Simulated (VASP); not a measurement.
ZnAu:

```
Zn Au
1.0
     3.14700    0.00000    0.00000
     0.00000    3.14700    0.00000
     0.00000    0.00000    3.14700
Zn Au
1 1
Direct
  0.50000 0.50000 0.50000
  0.00000 0.00000 0.00000
```

Base run:

* Program: VASP 6.6.1
* Functional: LDA
* Potentials or basis: VASP PAW LDA potentials, release 64 (Zn, Au)
* Cutoff: 400 eV
* k mesh: 13 × 13 × 13
* Occupations: fermi-dirac, width 0.05 eV
* Spin: no spin polarisation

Its results: pressure -6.5 GPa.

Problem. After a change of settings the same cell gave: pressure 0.4 GPa. Which change was it?
A. functional from LDA to PBE; potentials or basis from VASP PAW LDA potentials, release 64 (Zn, Au) to VASP PAW PBE potentials, release 64 (Zn, Au); cutoff from 400 eV to 520 eV
B. cutoff from 400 eV to 500 eV; further incar settings from ALGO = Normal; EDIFF = 1e-08; NBANDS = 18 to ALGO = Normal; EDIFF = 1e-06; NBANDS = 18
C. functional from LDA to r2SCAN; potentials or basis from VASP PAW LDA potentials, release 64 (Zn, Au) to VASP PAW PBE potentials, release 64 (Zn, Au); cutoff from 400 eV to 440 eV

Solution. C.

Caveats: the PAW data sets were made with another functional, which shifts forces and pressure a little (some runs).
